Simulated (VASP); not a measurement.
# RbBr (Pm-3m) in VASP: single point with PBEsol

Aim: the single point of RbBr with PBEsol.

Program: VASP 6.6.1. These are calculated values, not measurements. Logs are shortened: lines on timing, memory, paths and dates and some standing lists are left out, and cuts for length are marked.

## (1) The cell of the first run

Symmetry: Pm-3m, No. 221, cubic system. The conventional cell has a = 4.126 Å, b = 4.126 Å, c = 4.126 Å, α = 90.00°, β = 90.00°, γ = 90.00°. Rb (site symmetry m-3m) has 8 Br at 3.57 Å and 6 Rb at 4.13 Å within 4.7 Å. Within 4.7 Å of Br (site symmetry m-3m) lie 8 Rb at 3.57 Å and 6 Br at 4.13 Å.

## (2) Single point, PBEsol

INCAR

```
ALGO = Normal
EDIFF = 1E-6
ENCUT = 520
GGA = PS
ISIF = 2
ISMEAR = 0
LASPH = T
LCHARG = T
LELF = T
LREAL = F
LVHAR = T
LWAVE = F
NBANDS = 15
NELM = 60
PREC = Accurate
SIGMA = 0.05
```

KPOINTS

```
k-points
0
Gamma
  6 6 6
```

POSCAR

```
RbBr
1.0
    4.1260773000      0.0000000000      0.0000000000
    0.0000000000      4.1260773000      0.0000000000
    0.0000000000      0.0000000000      4.1260773000
Rb Br
1 1
Direct
    0.0000000000      0.0000000000      0.0000000000
    0.5000000000      0.5000000000      0.5000000000
```

Potentials or basis: VASP PAW PBE potentials, release 64 (Rb_sv, Br).

On the command line:

```bash
> cat potpaw_PBE.64/Rb_sv/POTCAR potpaw_PBE.64/Br/POTCAR > POTCAR
> mpirun -np 1 vasp_std > vasp.out
```

OUTCAR:

```text
EDIFF = 1E-6
   ENCUT = 520
   GGA = PS
   ISIF = 2
   ISMEAR = 0
   LASPH = T
   LREAL = F
   NELM = 60
   PREC = Accurate

 ion  position               nearest neighbor table
   1  0.000  0.000  0.000-   2 3.57   2 3.57   2 3.57   2 3.57   2 3.57   2 3.57   2 3.57   2 3.57

   2  0.500  0.500  0.500-   1 3.57   1 3.57   1 3.57   1 3.57   1 3.57   1 3.57   1 3.57   1 3.57

  LATTYP: Found a simple cubic cell.
 ALAT       =     4.1260773000

  Lattice vectors:

 A1 = (   4.1260773000,   0.0000000000,   0.0000000000)
 A2 = (   0.0000000000,   4.1260773000,   0.0000000000)
 A3 = (   0.0000000000,   0.0000000000,   4.1260773000)

Analysis of symmetry for initial positions (statically):
=====================================================================
 Subroutine PRICEL returns:
 Original cell was already a primitive cell.

 Routine SETGRP: Setting up the symmetry group for a
 simple cubic supercell.

 Subroutine GETGRP returns: Found 48 space group operations
 (whereof 48 operations were pure point group operations)
 out of a pool of 48 trial point group operations.

The static configuration has the point symmetry O_h .

Analysis of symmetry for dynamics (positions and initial velocities):
=====================================================================
 Subroutine PRICEL returns:
 Original cell was already a primitive cell.

 Routine SETGRP: Setting up the symmetry group for a
 simple cubic supercell.

 Subroutine GETGRP returns: Found 48 space group operations
 (whereof 48 operations were pure point group operations)
 out of a pool of 48 trial point group operations.

The dynamic configuration has the point symmetry O_h .

 Subroutine INISYM returns: Found 48 space group operations
 (whereof 48 operations are pure point group operations),
 and found     1 'primitive' translations

----------------------------------------------------------------------------------------

                                     Primitive cell

  volume of cell :      70.2445

  direct lattice vectors                    reciprocal lattice vectors
     4.126077300  0.000000000  0.000000000     0.242360947  0.000000000  0.000000000
     0.000000000  4.126077300  0.000000000     0.000000000  0.242360947  0.000000000
     0.000000000  0.000000000  4.126077300     0.000000000  0.000000000  0.242360947

  length of vectors
     4.126077300  4.126077300  4.126077300     0.242360947  0.242360947  0.242360947

  position of ions in fractional coordinates (direct lattice)
     0.000000000  0.000000000  0.000000000
     0.500000000  0.500000000  0.500000000

  ion indices of the primitive-cell ions
   primitive index   ion index
                 1           1
                 2           2

----------------------------------------------------------------------------------------

 KPOINTS: k-points

Automatic generation of k-mesh.
 Grid dimensions read from file:
 generate k-points for:    6    6    6

 Generating k-lattice:

  Cartesian coordinates                     Fractional coordinates (reciprocal lattice)
     0.040393491  0.000000000  0.000000000     0.166666667  0.000000000  0.000000000
     0.000000000  0.040393491  0.000000000     0.000000000  0.166666667  0.000000000
     0.000000000  0.000000000  0.040393491     0.000000000  0.000000000  0.166666667

  Length of vectors
     0.040393491  0.040393491  0.040393491

  Shift w.r.t. Gamma in fractional coordinates (k-lattice)
     0.000000000  0.000000000  0.000000000

 Subroutine IBZKPT returns following result:
 ===========================================

 Found     20 irreducible k-points:

 Following reciprocal coordinates:
            Coordinates               Weight
  0.000000  0.000000  0.000000      1.000000
  0.166667  0.000000  0.000000      6.000000
  0.333333  0.000000  0.000000      6.000000
  0.500000  0.000000  0.000000      3.000000
  0.166667  0.166667  0.000000     12.000000
  0.333333  0.166667  0.000000     24.000000
[... 12 lines left out ...]
  0.500000  0.500000  0.333333      6.000000
  0.500000  0.500000  0.500000      1.000000
   k-points           NKPTS =     20   k-points in BZ     NKDIM =     20   number of bands    NBANDS=     15
   number of dos      NEDOS =    301   number of ions     NIONS =      2
   total plane-waves  NPLWV =  32768
   dimension x,y,z NGX =    32 NGY =   32 NGZ =   32
   dimension x,y,z NGXF=    64 NGYF=   64 NGZF=   64
   ions per type =               1   1
   NGX,Y,Z   is equivalent  to a cutoff of  12.89, 12.89, 12.89 a.u.
   NGXF,Y,Z  is equivalent  to a cutoff of  25.79, 25.79, 25.79 a.u.
 SYSTEM =  unknown system
   PREC   = accura    normal or accurate (medium, high low for compatibility)
   ISTART =      0    job   : 0-new  1-cont  2-samecut
   ICHARG =      2    charge: 1-file 2-atom 10-const
   ISPIN  =      1    spin polarized calculation?
   LNONCOLLINEAR =      F non collinear calculations
   LSORBIT =      F    spin-orbit coupling
   LASPH  =      T    aspherical Exc in radial PAW
   ENCUT  =  520.0 eV  38.22 Ry    6.18 a.u.   7.67  7.67  7.67*2*pi/ulx,y,z
   NELM   =     60;   NELMIN=  2; NELMDL= -5     # of ELM steps
   EDIFF  = 0.1E-05   stopping-criterion for ELM
   LREAL  =      F    real-space projection
   EDIFFG = 0.1E-04   stopping-criterion for IOM
   NSW    =      0    number of steps for IOM
   IBRION =     -1    ionic relax: 0-MD 1-quasi-New 2-CG
   NFREE  =      0    steps in history (QN), initial steepest desc. (CG)
   ISIF   =      2    stress and relaxation
   ISYM   =      2    0-nonsym 1-usesym 2-fastsym
   POTIM  = 0.5000    time-step for ionic-motion
   TEBEG  =    0.0;   TEEND  =   0.0 temperature during run
   PSTRESS=    0.0 pullay stress
   NELECT =      16.0000    total number of electrons
   NUPDOWN=      -1.0000    fix difference up-down
   EMIN   =  10.00;   EMAX   =-10.00  energy-range for DOS
   EFERMI =   0.00;   METHOD = LEGACY
   ISMEAR =     0;   SIGMA  =   0.05  broadening in eV -4-tet -1-fermi 0-gaus
   EFERMI_NEDOS =   21; number of points for ismear=-14 and -15
   IALGO  =     38    algorithm
   IMIX   =      4    mixing-type and parameters
     AMIX     =   0.40;   BMIX     =  1.00
     AMIX_MAG =   1.60;   BMIX_MAG =  1.00
  volume/ion in A,a.u.               =      35.12       237.02
  Fermi-wavevector in a.u.,A,eV,Ry     =   0.999795  1.889338 13.600238  0.999589
  Thomas-Fermi vector in A             =   2.132108
   LORBIT       =      0    0 simple, 1 ext, 2 COOP (PROOUT), +10 PAW based schemes
   GGA     = PS    functional components
   LHFCALC =     F    Hartree Fock is set to
   AEXX    =    0.0000 exact exchange contribution
   IVDW    =     0    specifies the selected vdW correction
   LEPSILON=     F    determine dielectric tensor
   LRPA    =     F    only Hartree local field effects (RPA)
 non-spin polarized calculation
 Gauss-broadening in eV      SIGMA  =   0.05
  energy-cutoff  :      520.00
  volume of cell :       70.24
 maximum number of plane-waves:      1924
 NGX is ok and might be reduce to    32
   NGX = 15   NGY = 15   NGZ = 15

 number of electron      16.0000002 magnetization

 Free energy of the ion-electron system (eV)
  ---------------------------------------------------
  ext. energy  EPLUGINS =         0.00000000
  ---------------------------------------------------
  free energy    TOTEN  =        -6.29664048 eV

  energy without entropy =       -6.29664048  energy(sigma->0) =       -6.29664048

 E-fermi :  -0.4762     XC(G=0):  -8.1193

 val. band max:       -0.7685299891   @ k =   0.5000   0.5000   0.0000
 cond. band min:       3.1352731510   @ k =   0.0000   0.0000   0.0000
 fundamental gap:      3.9038031401
 Fermi energy:        -0.4761877129

 k-point     1 :       0.0000    0.0000    0.0000
  band No.  band energies     occupation
      1     -25.7957      2.00000
      2     -13.4059      2.00000
      3      -9.7884      2.00000
      4      -9.7884      2.00000
      5      -9.7884      2.00000
      6      -0.9256      2.00000
      7      -0.9256      2.00000
      8      -0.9256      2.00000
      9       3.1353      0.00000
     10       4.6932      0.00000
     11       4.6932      0.00000
     12       9.1344      0.00000
     13       9.1344      0.00000
     14       9.1344      0.00000
     15      11.8378      0.00000

 k-point     2 :       0.1667    0.0000    0.0000
  band No.  band energies     occupation
      1     -25.7904      2.00000
      2     -13.4036      2.00000
      3      -9.8271      2.00000
      4      -9.7762      2.00000
      5      -9.7762      2.00000
      6      -1.4418      2.00000
      7      -0.9438      2.00000
      8      -0.9438      2.00000
      9       3.8017      0.00000
     10       4.9040      0.00000
     11       5.2974      0.00000
     12       8.9927      0.00000
     13       8.9927      0.00000
     14       9.2898      0.00000
     15      10.5244      0.00000

 k-point     3 :       0.3333    0.0000    0.0000
  band No.  band energies     occupation
      1     -25.7799      2.00000
      2     -13.4010      2.00000
      3      -9.8956      2.00000
      4      -9.7516      2.00000
      5      -9.7516      2.00000
      6      -2.2149      2.00000
      7      -0.9823      2.00000
      8      -0.9823      2.00000
      9       5.1366      0.00000
     10       5.4916      0.00000
     11       6.4916      0.00000
     12       8.7560      0.00000
     13       8.9096      0.00000
     14       8.9096      0.00000
     15       9.6756      0.00000

 k-point     4 :       0.5000    0.0000    0.0000
  band No.  band energies     occupation
      1     -25.7747      2.00000
      2     -13.4008      2.00000
      3      -9.9252      2.00000
      4      -9.7391      2.00000
      5      -9.7391      2.00000
      6      -2.5327      2.00000
      7      -1.0025      2.00000
      8      -1.0025      2.00000
      9       6.0217      0.00000
     10       6.1602      0.00000
     11       6.7644      0.00000
     12       7.8053      0.00000
     13       9.0286      0.00000
     14       9.0286      0.00000
     15       9.9411      0.00000
[... 235 lines left out ...]
 k-point    18 :       0.5000    0.3333    0.3333
  band No.  band energies     occupation
      1     -25.7464      2.00000
      2     -13.1669      2.00000
      3     -10.0444      2.00000
      4      -9.9739      2.00000
      5      -9.9507      2.00000
      6      -2.0449      2.00000
      7      -1.8910      2.00000
      8      -1.7133      2.00000
      9       6.1340      0.00000
     10       6.8591      0.00000
     11       6.8739      0.00000
     12       8.1951      0.00000
     13       8.2795      0.00000
     14       8.6605      0.00000
     15      11.2893      0.00000

 k-point    19 :       0.5000    0.5000    0.3333
  band No.  band energies     occupation
      1     -25.7417      2.00000
      2     -13.1336      2.00000
      3     -10.0411      2.00000
      4     -10.0411      2.00000
      5      -9.9431      2.00000
      6      -2.0606      2.00000
      7      -2.0606      2.00000
      8      -1.8519      2.00000
      9       6.2898      0.00000
     10       7.1777      0.00000
     11       7.1777      0.00000
     12       7.6830      0.00000
     13       8.9326      0.00000
     14       8.9326      0.00000
     15      11.2884      0.00000

 k-point    20 :       0.5000    0.5000    0.5000
  band No.  band energies     occupation
      1     -25.7371      2.00000
      2     -13.1062      2.00000
      3     -10.0188      2.00000
      4     -10.0188      2.00000
      5     -10.0188      2.00000
      6      -2.1346      2.00000
      7      -2.1346      2.00000
      8      -2.1346      2.00000
      9       7.3222      0.00000
     10       7.3222      0.00000
     11       7.3222      0.00000
     12       8.5229      0.00000
     13       8.5229      0.00000
     14       8.5229      0.00000
     15      11.4120      0.00000

------------------------ aborting loop because EDIFF is reached ----------------------------------------

  FORCE on cell =-STRESS in cart. coord.  units (eV):
  Direction    XX          YY          ZZ          XY          YZ          ZX
  --------------------------------------------------------------------------------------
  -------------------------------------------------------------------------------------
  Total       -0.2488534     -0.2488534     -0.2488534      0.0000000     -0.0000000      0.0000000
  in kB       -5.6759956     -5.6759956     -5.6759956      0.0000000     -0.0000000      0.0000000
  external PRESSURE =      -5.6759956 kB  Pullay stress =       0.0000000 kB

 VOLUME and BASIS-vectors are now :
 -----------------------------------------------------------------------------
  energy-cutoff  :      520.00
  volume of cell :       70.24
      direct lattice vectors                 reciprocal lattice vectors
     4.126077300  0.000000000  0.000000000     0.242360947  0.000000000  0.000000000
     0.000000000  4.126077300  0.000000000     0.000000000  0.242360947  0.000000000
     0.000000000  0.000000000  4.126077300     0.000000000  0.000000000  0.242360947

 POSITION                                       TOTAL-FORCE (eV/Angst)
 -----------------------------------------------------------------------------------
      0.00000      0.00000      0.00000         0.000000      0.000000      0.000000
      2.06304      2.06304      2.06304         0.000000      0.000000      0.000000
 -----------------------------------------------------------------------------------
    total drift:                                0.000000      0.000000     -0.000000

  FREE ENERGIE OF THE ION-ELECTRON SYSTEM (eV)
  ---------------------------------------------------
  free  energy   TOTEN  =        -6.2966404834 eV

  energy  without entropy=       -6.2966404834  energy(sigma->0) =       -6.29664048
```

Run time: 28 s. Hardware: 1 thread of Intel Xeon 8259CL, shared host; peak memory 0.18 GiB.

Results:

```
Free energy            : -6.2966 eV
Pressure               : -0.6 GPa
Band gap on the k mesh : 3.90 eV, indirect (least direct gap 4.06 eV)
```

Caveat: the PAW data sets were made with another functional, which shifts forces and pressure a little. As with any semilocal functional, this PBEsol gap is likely too small.
